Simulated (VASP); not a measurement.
# CaSe (Fm-3m) in VASP: a series of runs, part 2 of 2

VASP 6.6.1. Earlier steps stand in the parts before.

### Step 4. Single point, r2SCAN

File POSCAR:

```
CaSe
1.0
    0.0000000000      2.9702381052      2.9702381052
    2.9702381052      0.0000000000      2.9702381052
    2.9702381052      2.9702381052      0.0000000000
Ca Se
1 1
Direct
    0.0000000000      0.0000000000      0.0000000000
    0.5000000000      0.5000000000      0.5000000000
```

File INCAR.step1:

```
PREC     = Accurate       # precision mode
ENCUT    = 520            # plane-wave cutoff, eV
ISMEAR   = 0              # smearing method
SIGMA    = 0.1            # smearing width, eV
LREAL    = F              # projectors in reciprocal space
LASPH    = T              # aspherical terms in the spheres
NELM     = 60             # most SCF steps
NBANDS   = 15             # bands
GGA      = PE             # functional
ALGO     = Normal         # electronic algorithm
EDIFF    = 1E-4           # SCF threshold, eV
LWAVE    = T              # write WAVECAR
LCHARG   = F              # write CHGCAR
```

File INCAR.step2:

```
PREC     = Accurate       # precision mode
ENCUT    = 520            # plane-wave cutoff, eV
EDIFF    = 1E-6           # SCF threshold, eV
ISMEAR   = 0              # smearing method
SIGMA    = 0.1            # smearing width, eV
LREAL    = F              # projectors in reciprocal space
LASPH    = T              # aspherical terms in the spheres
NELM     = 60             # most SCF steps
ALGO     = Normal         # electronic algorithm
ISIF     = 2              # what is computed and relaxed
LWAVE    = F              # write WAVECAR
LCHARG   = F              # write CHGCAR
METAGGA  = R2SCAN         # meta-GGA
LMIXTAU  = T            
NBANDS   = 15             # bands
ISTART   = 1
```

File KPOINTS:

```
regular mesh
0
Gamma
  4 4 4
```

Potentials or basis: VASP PAW PBE potentials, release 64 (Ca_sv, Se).

The run is started by

```
cat potpaw_PBE.64/Ca_sv/POTCAR potpaw_PBE.64/Se/POTCAR > POTCAR
cp INCAR.step1 INCAR
mpirun -np 1 vasp_std > vasp.out
cp INCAR.step2 INCAR
mpirun -np 1 vasp_std > vasp.out
```

OUTCAR:

```text
PREC = Accurate
   ENCUT = 520
   EDIFF = 1E-6
   ISMEAR = 0
   LREAL = F
   LASPH = T
   NELM = 60
   ISIF = 2
   METAGGA = R2SCAN
   ISTART = 1

 ion  position               nearest neighbor table
   1  0.000  0.000  0.000-   2 2.97   2 2.97   2 2.97   2 2.97   2 2.97   2 2.97
   2  0.500  0.500  0.500-   1 2.97   1 2.97   1 2.97   1 2.97   1 2.97   1 2.97

  LATTYP: Found a face centered cubic cell.
 ALAT       =     5.9404762104

  Lattice vectors:

 A1 = (   0.0000000000,   2.9702381052,   2.9702381052)
 A2 = (   2.9702381052,   0.0000000000,   2.9702381052)
 A3 = (   2.9702381052,   2.9702381052,   0.0000000000)

Analysis of symmetry for initial positions (statically):
=====================================================================
 Subroutine PRICEL returns:
 Original cell was already a primitive cell.

 Routine SETGRP: Setting up the symmetry group for a
 face centered cubic supercell.

 Subroutine GETGRP returns: Found 48 space group operations
 (whereof 48 operations were pure point group operations)
 out of a pool of 48 trial point group operations.

The static configuration has the point symmetry O_h .
[... 156 lines left out ...]
      4     -19.3529      2.00000
      5     -10.0426      2.00000
      6       2.1048      2.00000
      7       2.1048      2.00000
      8       2.1048      2.00000
      9       6.1634      0.00000
     10       6.3268      0.00000
     11       6.3269      0.00000
     12       6.3269      0.00000
     13       6.9128      0.00000
     14       6.9128      0.00000
[... 113 lines left out ...]
      2     -19.4071      2.00000
      3     -19.4070      2.00000
      4     -19.3906      2.00000
      5      -9.3655      2.00000
      6       0.1446      2.00000
      7       0.1447      2.00000
      8       0.4652      2.00000
      9       7.0261      0.00000
     10       7.0261      0.00000
     11       7.9511      0.00000
     12       8.4216      0.00000
     13       8.7122      0.00000
     14      11.4071      0.00000
     15      11.8359      0.00000

------------------------ aborting loop because EDIFF is reached ----------------------------------------

  FORCE on cell =-STRESS in cart. coord.  units (eV):
  Direction    XX          YY          ZZ          XY          YZ          ZX
  --------------------------------------------------------------------------------------
  -------------------------------------------------------------------------------------
  Total        0.0640991      0.0640991      0.0640991     -0.0000000      0.0000000     -0.0000000
  in kB        1.9595594      1.9595594      1.9595594     -0.0000000      0.0000000     -0.0000000
  external PRESSURE =       1.9595594 kB  Pullay stress =       0.0000000 kB

 VOLUME and BASIS-vectors are now :
 -----------------------------------------------------------------------------
  energy-cutoff  :      520.00
  volume of cell :       52.41
      direct lattice vectors                 reciprocal lattice vectors
     0.000000000  2.970238105  2.970238105    -0.168336673  0.168336673  0.168336673
     2.970238105  0.000000000  2.970238105     0.168336673 -0.168336673  0.168336673
     2.970238105  2.970238105  0.000000000     0.168336673  0.168336673 -0.168336673

 POSITION                                       TOTAL-FORCE (eV/Angst)
 -----------------------------------------------------------------------------------
      0.00000      0.00000      0.00000         0.000000     -0.000000      0.000000
      2.97024      2.97024      2.97024         0.000000      0.000000     -0.000000
 -----------------------------------------------------------------------------------
    total drift:                                0.000000     -0.000000     -0.000000

  FREE ENERGIE OF THE ION-ELECTRON SYSTEM (eV)
  ---------------------------------------------------
  free  energy   TOTEN  =       -25.9667757192 eV

  energy  without entropy=      -25.9667757192  energy(sigma->0) =      -25.96677572
```

OUTCAR.step1:

```text
PREC = Accurate
   ENCUT = 520
   ISMEAR = 0
   LREAL = F
   LASPH = T
[... 345 lines left out ...]
 -----------------------------------------------------------------------------------
      0.00000      0.00000      0.00000        -0.000000     -0.000000     -0.000000
      2.97024      2.97024      2.97024         0.000000      0.000000      0.000000
 -----------------------------------------------------------------------------------
    total drift:                                0.000000     -0.000000     -0.000000

  FREE ENERGIE OF THE ION-ELECTRON SYSTEM (eV)
  ---------------------------------------------------
  free  energy   TOTEN  =        -9.4688443703 eV

  energy  without entropy=       -9.4688443703  energy(sigma->0) =       -9.46884437
```

OSZICAR.step1:

```text
N       E                     dE             d eps       ncg     rms          rms(c)
DAV:   1     0.104744691277E+03    0.10474E+03   -0.72958E+03   240   0.980E+02
DAV:   2    -0.518950730193E+01   -0.10993E+03   -0.10470E+03   303   0.247E+02
DAV:   3    -0.937556595670E+01   -0.41861E+01   -0.41433E+01   310   0.454E+01
DAV:   4    -0.961446657354E+01   -0.23890E+00   -0.23884E+00   339   0.903E+00
DAV:   5    -0.961620131177E+01   -0.17347E-02   -0.17347E-02   303   0.856E-01    0.427E+00
DAV:   6    -0.947189995412E+01    0.14430E+00   -0.19670E-01   282   0.231E+00    0.254E+00
DAV:   7    -0.946445477725E+01    0.74452E-02   -0.10319E-01   312   0.200E+00    0.818E-01
DAV:   8    -0.946858817654E+01   -0.41334E-02   -0.11785E-02   247   0.834E-01    0.112E-01
DAV:   9    -0.946870520183E+01   -0.11703E-03   -0.62512E-04   310   0.250E-01    0.479E-02
DAV:  10    -0.946882380450E+01   -0.11860E-03   -0.14583E-04   238   0.746E-02    0.166E-02
DAV:  11    -0.946884437031E+01   -0.20566E-04   -0.50116E-05   162   0.643E-02
   1 F= -.94688444E+01 E0= -.94688444E+01  d E =-.179700E-12
```

Wall time 59 s (1 thread of AMD EPYC 7R13, shared host); peak memory 0.16 GiB.

Results:

```yaml
Free_energy: -25.9668 eV
Pressure: 0.2 GPa
Band_gap_on_the_k_mesh: 2.52 eV, indirect (least direct gap 3.45 eV)
```

Levels at points of the mesh, in eV from the valence-band top:
| k point | band 6 | band 7 | band 8 | band 9 | band 10 | band 11 |
| --- | --- | --- | --- | --- | --- | --- |
| (0.00, 0.00, 0.00) | 0.00 | 0.00 | 0.00 | 4.06 | 4.22 | 4.22 |
| (0.50, 0.00, 0.00) | -3.23 | -1.16 | -1.16 | 5.09 | 6.05 | 6.07 |
| (0.50, 0.50, 0.00) | -2.51 | -0.94 | -0.94 | 2.52 | 5.58 | 5.74 |

Caveat: the k points lie up to 0.46 Å⁻¹ apart; the PAW data sets were made with another functional, which shifts forces and pressure a little. r2SCAN opens gaps a little over a GGA but as a rule still falls short of measured ones.

### Step 5. Single point, PBE

File INCAR:

```
SYSTEM = CaSe
PREC     = Accurate       ! precision mode
ENCUT    = 520            ! plane-wave cutoff, eV
EDIFF    = 1E-7           ! SCF threshold, eV
ISMEAR   = 0              ! smearing method
SIGMA    = 0.1            ! smearing width, eV
LREAL    = .False.        ! projectors in reciprocal space
LASPH    = .True.         ! aspherical terms in the spheres
NELM     = 80             ! most SCF steps
ALGO     = Normal         ! electronic algorithm
ISIF     = 2              ! what is computed and relaxed
LWAVE    = .False.        ! write WAVECAR
LCHARG   = .False.        ! write CHGCAR
GGA      = PE             ! functional
NBANDS   = 15             ! bands
```

File KPOINTS:

```
regular mesh
0
Gamma
  6 6 6
  0 0 0
```

POSCAR is that of step 4.

The run is started by

```
cat potpaw_PBE.64/Ca_sv/POTCAR potpaw_PBE.64/Se/POTCAR > POTCAR
mpirun -np 1 vasp_std > vasp.out
```

Run time: 28 s. Hardware: 1 thread of AMD EPYC 7R13, shared host; peak memory 0.15 GiB.

It converged, with:

| Item | Value |
| --- | --- |
| Free energy | -9.4838 eV |
| Pressure | 0.6 GPa |
| Band gap on the k mesh | 2.05 eV, indirect (least direct gap 2.97 eV) |

Levels at points of the mesh, in eV from the valence-band top:
| k point | band 4 | band 5 | band 6 | band 7 | band 8 | band 9 | band 10 | band 11 | band 12 | band 13 |
| --- | --- | --- | --- | --- | --- | --- | --- | --- | --- | --- |
| (0.00, 0.00, 0.00) | -20.78 | -11.75 | 0.00 | 0.00 | 0.00 | 3.27 | 3.71 | 3.71 | 3.71 | 4.27 |
| (0.50, 0.00, 0.00) | -20.79 | -11.08 | -3.24 | -1.17 | -1.17 | 4.50 | 5.44 | 5.47 | 5.47 | 7.44 |
| (0.50, 0.50, 0.00) | -20.81 | -11.19 | -2.49 | -0.92 | -0.92 | 2.05 | 4.99 | 5.02 | 5.97 | 6.00 |

A k mesh can miss the band edges. PBE gaps usually lie below the measured ones, often by a third to a half.

### Step 6. Single point, PBE

File INCAR:

```
ALGO = Normal
EDIFF = 1E-7
ENCUT = 520
GGA = PE
ISIF = 2
ISMEAR = -4
ISYM = 0
LASPH = T
LCHARG = T
LELF = T
LREAL = F
LVHAR = T
LWAVE = F
NBANDS = 15
NELM = 80
PREC = Accurate
SIGMA = 0.1
```

File KPOINTS:

```
k-points
0
Gamma
  5 4 4
```

POSCAR is that of step 5.

Potentials or basis: VASP PAW PBE potentials, release 64 (Ca_sv, Se).

The run is started by

```
cat potpaw_PBE.64/Ca_sv/POTCAR potpaw_PBE.64/Se/POTCAR > POTCAR
mpirun -np 1 vasp_std > vasp.out
```

Wall time 53 s (1 thread of AMD EPYC 7R13, shared host); peak memory 0.17 GiB.

The run converged. Its results:

```
Free energy            : -9.4763 eV
Pressure               : 0.7 GPa
Band gap on the k mesh : 2.05 eV, indirect (least direct gap 2.97 eV)
```

Levels at points of the mesh, in eV from the valence-band top:
```tsv
k point	band 4	band 5	band 6	band 7	band 8	band 9	band 10	band 11	band 12	band 13
(0.00, 0.00, 0.00)	-20.79	-11.75	0.00	0.00	0.00	3.27	3.70	3.70	3.70	4.26
(0.00, 0.50, 0.00)	-20.80	-11.08	-3.24	-1.17	-1.17	4.49	5.44	5.47	5.47	7.44
(0.00, 0.00, 0.50)	-20.80	-11.08	-3.24	-1.17	-1.17	4.49	5.44	5.47	5.47	7.44
(0.00, 0.50, 0.50)	-20.82	-11.19	-2.49	-0.92	-0.92	2.05	4.99	5.01	5.97	5.99
```

Caveat: the k points lie up to 0.46 Å⁻¹ apart. A k mesh can miss the band edges.

### Step 7. Overview

| level | potentials or basis | k mesh | smearing | gap on the mesh (eV) | pressure (GPa) |
| --- | --- | --- | --- | --- | --- |
| LDA | VASP PAW LDA potentials, release 64 (Ca_sv, Se) | 4 × 4 × 4 | gaussian 0.1 eV | 1.88 | -3.4 |
| BLYP | VASP PAW PBE potentials, release 64 (Ca_sv, Se) | 4 × 4 × 4 | gaussian 0.1 eV | 2.15 | 2.8 |
| r2SCAN | VASP PAW PBE potentials, release 64 (Ca_sv, Se) | 4 × 4 × 4 | gaussian 0.1 eV | 2.52 | 0.2 |
| PBE | VASP PAW PBE potentials, release 64 (Ca_sv, Se) | 6 × 6 × 6 | gaussian 0.1 eV | 2.05 | 0.6 |
| PBE | VASP PAW PBE potentials, release 64 (Ca_sv, Se) | 5 × 4 × 4 | tetrahedron | 2.05 | 0.7 |

Alike in all rows: task single point; no spin polarisation; cell as given; cutoff (eV) 520.

Caveats: some runs use coarse meshes; the PAW data sets were made with another functional, which shifts forces and pressure a little (some runs).

Absolute energies hang on the potentials; compare differences alone.
